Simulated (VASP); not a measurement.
# Hg (P6_3/mmc) in VASP: a series of runs, part 2 of 2

VASP 6.6.1. Earlier steps stand in the parts before.

## 3. Single point, PBEsol

This run uses another cell than the first one, of 18.00 Å³/atom, 1.111 times its volume.

Input file INCAR:

```
SYSTEM = Hg
PREC     = Accurate       ! precision mode
ENCUT    = 520            ! plane-wave cutoff, eV
EDIFF    = 1E-6           ! SCF threshold, eV
ISMEAR   = 0              ! smearing method
SIGMA    = 0.1            ! smearing width, eV
LREAL    = .FALSE.        ! projectors in reciprocal space
LASPH    = .TRUE.         ! aspherical terms in the spheres
NELM     = 100            ! most SCF steps
ALGO     = Fast           ! electronic algorithm
ISIF     = 2              ! what is computed and relaxed
LWAVE    = .FALSE.        ! write WAVECAR
LCHARG   = .TRUE.         ! write CHGCAR
GGA      = PS             ! functional
LELF     = .TRUE.         ! ELF
LVHAR    = .TRUE.       
NBANDS   = 19             ! bands
```

Input file KPOINTS:

```
regular mesh
0
G
  18 18 10
  0 0 0
```

Input file POSCAR:

```
Hg
1.0
    2.8883449224      0.0000000000      0.0000000000
   -1.4441724612      2.5013800777      0.0000000000
    0.0000000000      0.0000000000      4.9835929668
Hg
2
Direct
    0.6666666667      0.3333333333      0.7500000000
    0.3333333333      0.6666666667      0.2500000000
```

Potentials or basis: VASP PAW PBE potentials, release 64 (Hg).

Launch:

```
> cat potpaw_PBE.64/Hg/POTCAR > POTCAR
> mpirun -np 1 vasp_std > vasp.out
```

OUTCAR:

```text
SYSTEM = Hg
   PREC = Accurate
   ENCUT = 520
   EDIFF = 1E-6
   ISMEAR = 0
   LREAL = .FALSE.
   LASPH = .TRUE.
   NELM = 100
   ISIF = 2
   GGA = PS

 ion  position               nearest neighbor table
   1  0.667  0.333  0.750-   2 3.00   2 3.00   2 3.00   2 3.00   2 3.00   2 3.00
   2  0.333  0.667  0.250-   1 3.00   1 3.00   1 3.00   1 3.00   1 3.00   1 3.00

  LATTYP: Found a hexagonal cell.
 ALAT       =     2.8883449224
 C/A-ratio  =     1.7254147620

  Lattice vectors:

 A1 = (   2.8883449224,   0.0000000000,   0.0000000000)
 A2 = (  -1.4441724612,   2.5013800777,   0.0000000000)
 A3 = (   0.0000000000,   0.0000000000,   4.9835929668)

Analysis of symmetry for initial positions (statically):
=====================================================================
 Subroutine PRICEL returns:
 Original cell was already a primitive cell.

 Routine SETGRP: Setting up the symmetry group for a
 hexagonal supercell.

 Subroutine GETGRP returns: Found 24 space group operations
 (whereof 12 operations were pure point group operations)
 out of a pool of 24 trial point group operations.

The static configuration has the point symmetry D_3d.
 The point group associated with its full space group is D_6h.

Analysis of symmetry for dynamics (positions and initial velocities):
=====================================================================
 Subroutine PRICEL returns:
 Original cell was already a primitive cell.

 Routine SETGRP: Setting up the symmetry group for a
 hexagonal supercell.

 Subroutine GETGRP returns: Found 24 space group operations
 (whereof 12 operations were pure point group operations)
 out of a pool of 24 trial point group operations.

The dynamic configuration has the point symmetry D_3d.
 The point group associated with its full space group is D_6h.

 Subroutine INISYM returns: Found 24 space group operations
 (whereof 12 operations are pure point group operations),
 and found     1 'primitive' translations

----------------------------------------------------------------------------------------

                                     Primitive cell

  volume of cell :      36.0057

  direct lattice vectors                    reciprocal lattice vectors
     2.888344922  0.000000000  0.000000000     0.346219038  0.199889655  0.000000000
    -1.444172461  2.501380078  0.000000000     0.000000000  0.399779309  0.000000000
     0.000000000  0.000000000  4.983592967     0.000000000  0.000000000  0.200658442

  length of vectors
     2.888344922  2.888344922  4.983592967     0.399779309  0.399779309  0.200658442

  position of ions in fractional coordinates (direct lattice)
     0.666666667  0.333333333  0.750000000
     0.333333333  0.666666667  0.250000000

  ion indices of the primitive-cell ions
   primitive index   ion index
                 1           1
                 2           2

----------------------------------------------------------------------------------------

 KPOINTS: regular mesh

Automatic generation of k-mesh.
 Grid dimensions read from file:
 generate k-points for:   18   18   10

 Generating k-lattice:

  Cartesian coordinates                     Fractional coordinates (reciprocal lattice)
     0.019234391  0.011104981  0.000000000     0.055555556 -0.000000000  0.000000000
     0.000000000  0.022209962  0.000000000     0.000000000  0.055555556  0.000000000
     0.000000000  0.000000000  0.020065844     0.000000000  0.000000000  0.100000000

  Length of vectors
     0.022209962  0.022209962  0.020065844

  Shift w.r.t. Gamma in fractional coordinates (k-lattice)
     0.000000000  0.000000000  0.000000000

 Subroutine IBZKPT returns following result:
 ===========================================

 Found    222 irreducible k-points:

 Following reciprocal coordinates:
            Coordinates               Weight
  0.000000  0.000000  0.000000      1.000000
  0.055556 -0.000000  0.000000      6.000000
  0.111111 -0.000000  0.000000      6.000000
  0.166667  0.000000  0.000000      6.000000
  0.222222  0.000000  0.000000      6.000000
  0.277778  0.000000  0.000000      6.000000
[... 16 lines left out ...]
  0.333333  0.111111  0.000000     12.000000
  0.388889  0.111111  0.000000     12.000000
 [... further k-points ...]
   k-points           NKPTS =    222   k-points in BZ     NKDIM =    222   number of bands    NBANDS=     19
   number of dos      NEDOS =    301   number of ions     NIONS =      2
   total plane-waves  NPLWV =  23040
   dimension x,y,z NGX =    24 NGY =   24 NGZ =   40
   dimension x,y,z NGXF=    48 NGYF=   48 NGZF=   80
   ions per type =               2
   NGX,Y,Z   is equivalent  to a cutoff of  13.81, 13.81, 13.34 a.u.
   NGXF,Y,Z  is equivalent  to a cutoff of  27.63, 27.63, 26.69 a.u.
 SYSTEM =  Hg
   PREC   = accura    normal or accurate (medium, high low for compatibility)
   ISTART =      0    job   : 0-new  1-cont  2-samecut
   ICHARG =      2    charge: 1-file 2-atom 10-const
   ISPIN  =      1    spin polarized calculation?
   LNONCOLLINEAR =      F non collinear calculations
   LSORBIT =      F    spin-orbit coupling
   LASPH  =      T    aspherical Exc in radial PAW
   ENCUT  =  520.0 eV  38.22 Ry    6.18 a.u.   5.37  5.37  9.27*2*pi/ulx,y,z
   NELM   =    100;   NELMIN=  2; NELMDL= -5     # of ELM steps
   EDIFF  = 0.1E-05   stopping-criterion for ELM
   LREAL  =      F    real-space projection
   EDIFFG = 0.1E-04   stopping-criterion for IOM
   NSW    =      0    number of steps for IOM
   IBRION =     -1    ionic relax: 0-MD 1-quasi-New 2-CG
   NFREE  =      0    steps in history (QN), initial steepest desc. (CG)
   ISIF   =      2    stress and relaxation
   ISYM   =      2    0-nonsym 1-usesym 2-fastsym
   POTIM  = 0.5000    time-step for ionic-motion
   TEBEG  =    0.0;   TEEND  =   0.0 temperature during run
   PSTRESS=    0.0 pullay stress
   NELECT =      24.0000    total number of electrons
   NUPDOWN=      -1.0000    fix difference up-down
   EMIN   =  10.00;   EMAX   =-10.00  energy-range for DOS
   EFERMI =   0.00;   METHOD = LEGACY
   ISMEAR =     0;   SIGMA  =   0.10  broadening in eV -4-tet -1-fermi 0-gaus
   EFERMI_NEDOS =   21; number of points for ismear=-14 and -15
   IALGO  =     68    algorithm
   IMIX   =      4    mixing-type and parameters
     AMIX     =   0.40;   BMIX     =  1.00
     AMIX_MAG =   1.60;   BMIX_MAG =  1.00
  volume/ion in A,a.u.               =      18.00       121.49
  Fermi-wavevector in a.u.,A,eV,Ry     =   1.430062  2.702425 27.824959  2.045077
  Thomas-Fermi vector in A             =   2.549948
   LORBIT       =      0    0 simple, 1 ext, 2 COOP (PROOUT), +10 PAW based schemes
   GGA     = PS    functional components
   LHFCALC =     F    Hartree Fock is set to
   AEXX    =    0.0000 exact exchange contribution
   IVDW    =     0    specifies the selected vdW correction
   LEPSILON=     F    determine dielectric tensor
   LRPA    =     F    only Hartree local field effects (RPA)
 non-spin polarized calculation
 RMM-DIIS sequential band-by-band and
 Gauss-broadening in eV      SIGMA  =   0.10
  energy-cutoff  :      520.00
  volume of cell :       36.01
 maximum number of plane-waves:      1002
 NGX is ok and might be reduce to    24
   NGX = 11   NGY = 11   NGZ = 19

 number of electron      24.0000003 magnetization

 Free energy of the ion-electron system (eV)
  ---------------------------------------------------
  ext. energy  EPLUGINS =         0.00000000
  ---------------------------------------------------
  free energy    TOTEN  =        -0.42384948 eV

  energy without entropy =       -0.41940044  energy(sigma->0) =       -0.42162496

 E-fermi :   5.5543     XC(G=0): -12.5878

 val. band max:        5.5522530042   @ k =   0.4444   0.0000   0.3000
 cond. band min:       5.5593423112   @ k =   0.1667   0.0556   0.1000
 fundamental gap:      0.0070893070
 Fermi energy:         5.5542862984

 k-point     1 :       0.0000    0.0000    0.0000
  band No.  band energies     occupation
      1      -6.5622      2.00000
      2      -4.9325      2.00000
      3      -3.2362      2.00000
      4      -2.9180      2.00000
      5      -2.9180      2.00000
      6      -2.7210      2.00000
[... 11 lines left out ...]
     18      21.2115      0.00000
     19      24.0262      0.00000

 k-point     2 :       0.0556   -0.0000    0.0000
  band No.  band energies     occupation
      1      -6.4676      2.00000
      2      -4.8620      2.00000
      3      -3.2362      2.00000
      4      -2.9182      2.00000
      5      -2.8639      2.00000
      6      -2.7455      2.00000
[... 476 lines left out ...]
 k-point    24 :       0.3889    0.1111    0.0000
  band No.  band energies     occupation
      1      -4.3873      2.00000
      2      -4.1967      2.00000
      3      -4.0252      2.00000
      4      -2.8600      2.00000
      5      -2.6719      2.00000
      6      -2.5045      2.00000
[... 11 lines left out ...]
     18      18.1254      0.00000
     19      18.3215      0.00000

 [... further k-points ...]
[... 5 lines left out ...]
  --------------------------------------------------------------------------------------
  -------------------------------------------------------------------------------------
  Total        5.9907759      5.9907759      5.9001456      0.0000000      0.0000000      0.0000000
  in kB      266.5768002    266.5768002    262.5439450      0.0000000      0.0000000      0.0000000
  external PRESSURE =     265.2325152 kB  Pullay stress =       0.0000000 kB

 VOLUME and BASIS-vectors are now :
 -----------------------------------------------------------------------------
  energy-cutoff  :      520.00
  volume of cell :       36.01
      direct lattice vectors                 reciprocal lattice vectors
     2.888344922  0.000000000  0.000000000     0.346219038  0.199889655  0.000000000
    -1.444172461  2.501380078  0.000000000     0.000000000  0.399779309  0.000000000
     0.000000000  0.000000000  4.983592967     0.000000000  0.000000000  0.200658442

 POSITION                                       TOTAL-FORCE (eV/Angst)
 -----------------------------------------------------------------------------------
      1.44417      0.83379      3.73769        -0.000000     -0.000000     -0.000000
     -0.00000      1.66759      1.24590         0.000000      0.000000      0.000000
 -----------------------------------------------------------------------------------
    total drift:                               -0.000000      0.000000     -0.000000

  FREE ENERGIE OF THE ION-ELECTRON SYSTEM (eV)
  ---------------------------------------------------
  free  energy   TOTEN  =        -0.4238494786 eV

  energy  without entropy=       -0.4194004352  energy(sigma->0) =       -0.42162496
```

It took 41 s on 1 thread of Intel Xeon 6975P-C (Granite Rapids), shared host; peak memory 0.24 GiB.

Results:

| Property | Result |
| --- | --- |
| Free energy | -0.4238 eV |
| Pressure | 26.5 GPa |
| Band gap on the k mesh | zero (band 12 reaches 6.11 eV, above the bottom of band 13 at 3.56 eV) |

Stress tensor (GPa, compression positive):
```
26.66  0.00  0.00
 0.00 26.66  0.00
 0.00  0.00 26.25
```

Levels at points of the mesh, in eV from the Fermi level:
```tsv
k point	band 9	band 10	band 11	band 12	band 13	band 14	band 15	band 16
(0.00, 0.00, 0.00)	-7.61	-6.68	-6.68	-3.77	-2.00	13.49	13.60	15.48
(0.50, 0.00, 0.00)	-6.37	-6.26	-3.13	-2.31	2.34	3.29	3.82	7.76
(0.00, 0.00, 0.50)	-7.03	-7.03	-7.03	-7.03	6.38	6.38	13.82	13.82
(0.50, 0.00, 0.50)	-6.30	-6.30	-2.39	-2.39	-0.13	-0.13	10.05	10.05
```

Caveat: the PAW data sets were made with another functional, which shifts forces and pressure a little; spin-orbit coupling is left out, which moves the levels of the heavy elements.

## 4. Single point, PBEsol

This run uses another cell than the first one, of 19.70 Å³/atom, 1.215 times its volume.

Input file INCAR:

```
  PREC = Accurate
  ENCUT = 520
  EDIFF = 1E-7
  ISMEAR = 0
  SIGMA = 0.1
  LREAL = F
  LASPH = T
  NELM = 80
  ALGO = Normal
  ISIF = 2
  LWAVE = F
  LCHARG = T
  GGA = PS
  LELF = T
  LVHAR = T
  NBANDS = 19
```

Input file KPOINTS:

```
regular mesh
0
Gamma
  15 15 8
```

Input file POSCAR:

```
Hg
1.0
    3.0256396462      0.0000000000      0.0000000000
   -1.5128198231      2.6202807963      0.0000000000
    0.0000000000      0.0000000000      4.9698876313
Hg
2
Direct
    0.6666666667      0.3333333333      0.7500000000
    0.3333333333      0.6666666667      0.2500000000
```

Launch:

```
> cat potpaw_PBE.64/Hg/POTCAR > POTCAR
> mpirun -np 1 vasp_std > vasp.out
```

Run time: 28 s. Hardware: 1 thread of Intel Xeon 6975P-C (Granite Rapids), shared host; peak memory 0.21 GiB.

The run converged. Its results:

| Item | Value |
| --- | --- |
| Free energy | -0.8316 eV |
| Pressure | 12.9 GPa |
| Band gap on the k mesh | zero (band 12 reaches 4.78 eV, above the bottom of band 13 at 2.94 eV) |

Levels at points of the mesh, in eV from the Fermi level:
```csv
k point,band 10,band 11,band 12,band 13,band 14,band 15
"(0.00, 0.00, 0.00)",-6.32,-6.32,-2.78,-1.44,13.20,14.11
"(0.00, 0.00, 0.50)",-6.63,-6.63,-6.63,7.16,7.16,13.48
```

Caveat: the PAW data sets were made with another functional, which shifts forces and pressure a little; spin-orbit coupling is left out, which moves the levels of the heavy elements.

## 5. Summary

| cell | k mesh | gap on the mesh (eV) | pressure (GPa) |
| --- | --- | --- | --- |
| a = 2.797, b = 2.797, c = 4.785 Å, angles 90.0, 90.0, 120.0°, 2 atoms | 18 × 18 × 10 | none | 52.6 |
| a = 2.888, b = 2.888, c = 4.984 Å, angles 90.0, 90.0, 120.0°, 2 atoms | 18 × 18 × 10 | none | 26.5 |
| a = 3.026, b = 3.026, c = 4.970 Å, angles 90.0, 90.0, 120.0°, 2 atoms | 15 × 15 × 8 | none | 12.9 |

Alike in all rows: task single point; level PBEsol; potentials or basis VASP PAW PBE potentials, release 64 (Hg); no spin polarisation; cutoff (eV) 520; smearing gaussian 0.1 eV.

Caveats: the PAW data sets were made with another functional, which shifts forces and pressure a little; spin-orbit coupling is left out, which moves the levels of the heavy elements.

Total energies depend on the potentials used, so only differences within one code and one set of settings carry meaning.
